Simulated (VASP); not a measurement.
# Pr (Fd-3m) in VASP: single point with LDA

Aim: the single point of Pr with LDA.

Program: VASP 6.6.1. These are calculated values, not measurements. Logs are shortened: lines on timing, memory, paths and dates and some standing lists are left out, and cuts for length are marked.

## Step 1: The cell of the first run

It takes space group Fd-3m (No. 227, cubic). The conventional cell has a = 5.835 Å, b = 5.835 Å, c = 5.835 Å, α = 90.00°, β = 90.00°, γ = 90.00°. Within 3.3 Å of Pr (site symmetry -43m) lie 4 Pr at 2.53 Å.

## Step 2: Single point, LDA

The input, INCAR:

```
SYSTEM = Pr
  PREC = Accurate
  ENCUT = 520
  EDIFF = 1E-6
  ISMEAR = -1
  SIGMA = 0.13605693000000002
  LREAL = .False.
  LASPH = .True.
  NELM = 100
  ALGO = Normal
  ISIF = 2
  LWAVE = .False.
  LCHARG = .False.
  GGA = CA
  NBANDS = 20
```

The input, KPOINTS:

```
Automatic mesh
0
Gamma
  8 8 8
  0 0 0
```

The input, POSCAR:

```
Pr
1.0
    0.0000000000      2.9174532119      2.9174532119
    2.9174532119      0.0000000000      2.9174532119
    2.9174532119      2.9174532119      0.0000000000
Pr
2
Direct
    0.0000000000      0.0000000000      0.0000000000
    0.2500000000      0.2500000000      0.2500000000
```

Potentials or basis: VASP PAW PBE potentials, release 64 (Pr).

Launch:

```bash
$ cat potpaw_PBE.64/Pr/POTCAR > POTCAR
$ mpirun -np 1 vasp_std > vasp.out
```

OUTCAR:

```text
SYSTEM = Pr
   PREC = Accurate
   ENCUT = 520
   EDIFF = 1E-6
   ISMEAR = -1
   LREAL = .False.
   LASPH = .True.
   NELM = 100
   ISIF = 2
   GGA = CA

 ion  position               nearest neighbor table
   1  0.000  0.000  0.000-   2 2.53   2 2.53   2 2.53   2 2.53
   2  0.250  0.250  0.250-   1 2.53   1 2.53   1 2.53   1 2.53

  LATTYP: Found a face centered cubic cell.
 ALAT       =     5.8349064238

  Lattice vectors:

 A1 = (   0.0000000000,   2.9174532119,   2.9174532119)
 A2 = (   2.9174532119,   0.0000000000,   2.9174532119)
 A3 = (   2.9174532119,   2.9174532119,   0.0000000000)

Analysis of symmetry for initial positions (statically):
=====================================================================
 Subroutine PRICEL returns:
 Original cell was already a primitive cell.

 Routine SETGRP: Setting up the symmetry group for a
 face centered cubic supercell.

 Subroutine GETGRP returns: Found 48 space group operations
 (whereof 24 operations were pure point group operations)
 out of a pool of 48 trial point group operations.

The static configuration has the point symmetry T_d .
 The point group associated with its full space group is O_h .

Analysis of symmetry for dynamics (positions and initial velocities):
=====================================================================
 Subroutine PRICEL returns:
 Original cell was already a primitive cell.

 Routine SETGRP: Setting up the symmetry group for a
 face centered cubic supercell.

 Subroutine GETGRP returns: Found 48 space group operations
 (whereof 24 operations were pure point group operations)
 out of a pool of 48 trial point group operations.

The dynamic configuration has the point symmetry T_d .
 The point group associated with its full space group is O_h .

 Subroutine INISYM returns: Found 48 space group operations
 (whereof 24 operations are pure point group operations),
 and found     1 'primitive' translations

----------------------------------------------------------------------------------------

                                     Primitive cell

  volume of cell :      49.6640

  direct lattice vectors                    reciprocal lattice vectors
     0.000000000  2.917453212  2.917453212    -0.171382354  0.171382354  0.171382354
     2.917453212  0.000000000  2.917453212     0.171382354 -0.171382354  0.171382354
[... 80 lines left out ...]
   LNONCOLLINEAR =      F non collinear calculations
   LSORBIT =      F    spin-orbit coupling
   LASPH  =      T    aspherical Exc in radial PAW
   ENCUT  =  520.0 eV  38.22 Ry    6.18 a.u.   7.67  7.67  7.67*2*pi/ulx,y,z
   NELM   =    100;   NELMIN=  2; NELMDL= -5     # of ELM steps
   EDIFF  = 0.1E-05   stopping-criterion for ELM
   LREAL  =      F    real-space projection
   EDIFFG = 0.1E-04   stopping-criterion for IOM
   NSW    =      0    number of steps for IOM
   IBRION =     -1    ionic relax: 0-MD 1-quasi-New 2-CG
   NFREE  =      0    steps in history (QN), initial steepest desc. (CG)
   ISIF   =      2    stress and relaxation
   ISYM   =      2    0-nonsym 1-usesym 2-fastsym
   POTIM  = 0.5000    time-step for ionic-motion
   TEBEG  =    0.0;   TEEND  =   0.0 temperature during run
   PSTRESS=    0.0 pullay stress
   NELECT =      26.0000    total number of electrons
   NUPDOWN=      -1.0000    fix difference up-down
   EMIN   =  10.00;   EMAX   =-10.00  energy-range for DOS
   EFERMI =   0.00;   METHOD = LEGACY
   ISMEAR =    -1;   SIGMA  =   0.14  broadening in eV -4-tet -1-fermi 0-gaus
   EFERMI_NEDOS =   21; number of points for ismear=-14 and -15
   IALGO  =     38    algorithm
   IMIX   =      4    mixing-type and parameters
     AMIX     =   0.40;   BMIX     =  1.00
     AMIX_MAG =   1.60;   BMIX_MAG =  1.00
  volume/ion in A,a.u.               =      24.83       167.57
  Fermi-wavevector in a.u.,A,eV,Ry     =   1.319427  2.493356 23.686216  1.740888
  Thomas-Fermi vector in A             =   2.449326
   LORBIT       =      0    0 simple, 1 ext, 2 COOP (PROOUT), +10 PAW based schemes
   GGA     = CA    functional components
   LHFCALC =     F    Hartree Fock is set to
   AEXX    =    0.0000 exact exchange contribution
   IVDW    =     0    specifies the selected vdW correction
   LEPSILON=     F    determine dielectric tensor
   LRPA    =     F    only Hartree local field effects (RPA)
 non-spin polarized calculation
  energy-cutoff  :      520.00
  volume of cell :       49.66
 maximum number of plane-waves:      1363
   NGX = 15   NGY = 15   NGZ = 15

 number of electron      25.9999997 magnetization

 Free energy of the ion-electron system (eV)
  ---------------------------------------------------
  ext. energy  EPLUGINS =         0.00000000
  ---------------------------------------------------
  free energy    TOTEN  =       -12.50439714 eV

  energy without entropy =      -11.89161554  energy(sigma->0) =      -12.19800634

 E-fermi :   7.6970     XC(G=0): -11.4487

 val. band max:        7.6963266906   @ k =   0.2500   0.1250   0.0000
 cond. band min:       7.7071106104   @ k =   0.2500   0.1250   0.0000
 fundamental gap:      0.0107839198
 Fermi energy:         7.6970108074

 k-point     1 :       0.0000    0.0000    0.0000
  band No.  band energies     occupation
      1     -29.0874      2.00000
      2     -25.4100      2.00000
      3     -11.5398      2.00000
      4     -11.5398      2.00000
      5     -11.5398      2.00000
      6      -8.1111      2.00000
[... 541 lines left out ...]
     19       8.7830      0.00068
     20       8.9071      0.00027

 [... further k-points ...]

------------------------ aborting loop because EDIFF is reached ----------------------------------------

  FORCE on cell =-STRESS in cart. coord.  units (eV):
  Direction    XX          YY          ZZ          XY          YZ          ZX
  --------------------------------------------------------------------------------------
  -------------------------------------------------------------------------------------
  Total        0.1336875      0.1336875      0.1336875     -0.0000000      0.0000000     -0.0000000
  in kB        4.3128024      4.3128024      4.3128024     -0.0000000      0.0000000     -0.0000000
  external PRESSURE =       4.3128024 kB  Pullay stress =       0.0000000 kB

 VOLUME and BASIS-vectors are now :
 -----------------------------------------------------------------------------
  energy-cutoff  :      520.00
  volume of cell :       49.66
      direct lattice vectors                 reciprocal lattice vectors
     0.000000000  2.917453212  2.917453212    -0.171382354  0.171382354  0.171382354
     2.917453212  0.000000000  2.917453212     0.171382354 -0.171382354  0.171382354
     2.917453212  2.917453212  0.000000000     0.171382354  0.171382354 -0.171382354

 POSITION                                       TOTAL-FORCE (eV/Angst)
 -----------------------------------------------------------------------------------
      0.00000      0.00000      0.00000         0.000000     -0.000000      0.000000
      1.45873      1.45873      1.45873        -0.000000      0.000000     -0.000000
 -----------------------------------------------------------------------------------
    total drift:                               -0.000000      0.000000      0.000000

  FREE ENERGIE OF THE ION-ELECTRON SYSTEM (eV)
  ---------------------------------------------------
  free  energy   TOTEN  =       -12.5043971391 eV

  energy  without entropy=      -11.8916155388  energy(sigma->0) =      -12.19800634
```

stdout:

```text
POSCAR found type information on POSCAR Pr
 POSCAR found :  1 types and       2 ions
 scaLAPACK will be used
 -----------------------------------------------------------------------------
|                                                                             |
|                                                                             |
|     You enforced a specific xc type in the INCAR file but a different       |
|     I HOPE YOU KNOW WHAT YOU ARE DOING!                                     |
|                                                                             |
 -----------------------------------------------------------------------------

 LDA part: xc-table for (Slater(with rela. corr.)+CA(PZ))
 , standard interpolation
 POSCAR, INCAR and KPOINTS ok, starting setup
 FFT: planning ... GRIDC
 FFT: planning ... GRID_SOFT
 FFT: planning ... GRID
 WAVECAR not read
 entering main loop
```

Wall time 95 s (1 thread of Intel Xeon Platinum 8259CL at 2.50GHz (Skylake/Cascade Lake), shared host); peak memory 0.16 GiB.

What came out:

| Item | Value |
| --- | --- |
| Free energy | -12.5044 eV |
| Pressure | 0.4 GPa |
| Band gap on the k mesh | zero (band 13 reaches 7.84 eV, above the bottom of band 14 at 7.37 eV) |

Levels at points of the mesh, in eV from the Fermi level:
```csv
k point,band 10,band 11,band 12,band 13,band 14,band 15,band 16,band 17
"(0.00, 0.00, 0.00)",-0.61,-0.61,0.14,0.14,0.14,0.24,0.24,0.24
"(0.50, 0.00, 0.00)",-0.84,-0.84,-0.53,-0.33,-0.33,0.29,0.62,1.09
"(0.50, 0.50, 0.00)",-1.98,-0.62,-0.62,-0.09,-0.09,0.41,0.41,0.67
```

Caveat: the PAW data sets were made with another functional, which shifts forces and pressure a little; spin-orbit coupling is left out, which moves the levels of the heavy elements. Spin polarisation is off, so any magnetic state and its effect on volume and gap are missing.
